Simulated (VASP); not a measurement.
Input of a VASP 6.6.1 run:

INCAR

```
PREC = Accurate
ENCUT = 520
EDIFF = 1E-6
ISMEAR = 0
SIGMA = 0.15
LREAL = Auto
LASPH = True
NELM = 80
ALGO = Normal
ISIF = 2
LWAVE = False
LCHARG = False
GGA = PE
IVDW = 12
NBANDS = 68
```

KPOINTS

```
Automatic mesh
0
Gamma
  3 3 3
```

Contents of POSCAR:

```
Al30Si
1.0
    8.1000000000      0.0000000000      0.0000000000
    0.0000000000      8.1000000000      0.0000000000
    0.0000000000      0.0000000000      8.1000000000
Al Si
30 1
Direct
    0.5041351852      0.0029817284      0.0048076543
    0.7499753086      0.2492569136      0.0018207407
   -0.0041804938      0.0029818519      0.0048029630
    0.2499755556      0.2518438272     -0.0007500000
    0.4994953086      0.5020766667     -0.0002666667
    0.7499748148      0.7566177778      0.0064658025
    0.2499744444      0.0018085185      0.2492543210
    0.5040854321      0.2462859259      0.2480881481
    0.7499733333      0.5036843210      0.2540303704
    0.4943679012      0.0005802469      0.5043518519
    0.7499745679      0.2445758025      0.4944422222
    0.7499743210     -0.0030050617      0.7473166667
    0.0004565432      0.5020780247     -0.0002676543
    0.2499749383      0.7506945679     -0.0035222222
   -0.0041355556      0.2462843210      0.2480874074
    0.2499722222      0.4948575309      0.2483806173
    0.4945090123      0.7467840741      0.2505387654
    0.0055796296      0.0005811111      0.5043501235
    0.2499750617      0.2546759259      0.5003914815
    0.5025840741      0.5028811111      0.5012649383
    0.2499745679      0.0027032099      0.7563079012
    0.4995280247      0.2513535802      0.7490159259
    0.7499733333      0.5031754321      0.7479166667
    0.0054370370      0.7467885185      0.2505361728
   -0.0026341975      0.5028816049      0.5012613580
    0.2499734568      0.7495816049      0.5014730864
    0.0004237037      0.2513554321      0.7490129630
    0.2499751852      0.5018464198      0.7492318519
    0.5025374074      0.7498087654      0.7481959259
   -0.0025866667      0.7498087654      0.7481935802
    0.7499681481     -0.0601617284      0.3115006173
```

Potentials or basis: VASP PAW PBE potentials, release 64 (Al, Si).

Launch:

```sh
$ cat potpaw_PBE.64/Al/POTCAR potpaw_PBE.64/Si/POTCAR > POTCAR
$ mpirun -np 1 vasp_std > vasp.out
```

(1) Estimate the band gap on the k mesh.

(2) Predict the dispersion energy per atom.

(3) What does it give for the largest force?

(4) What does it give for the pressure?

Answers

(1) zero (band 47 reaches 7.83 eV, above the bottom of band 48 at 7.43 eV).

(2) -0.325 eV.

(3) 0.624 eV/Å.

(4) -4.5 GPa.
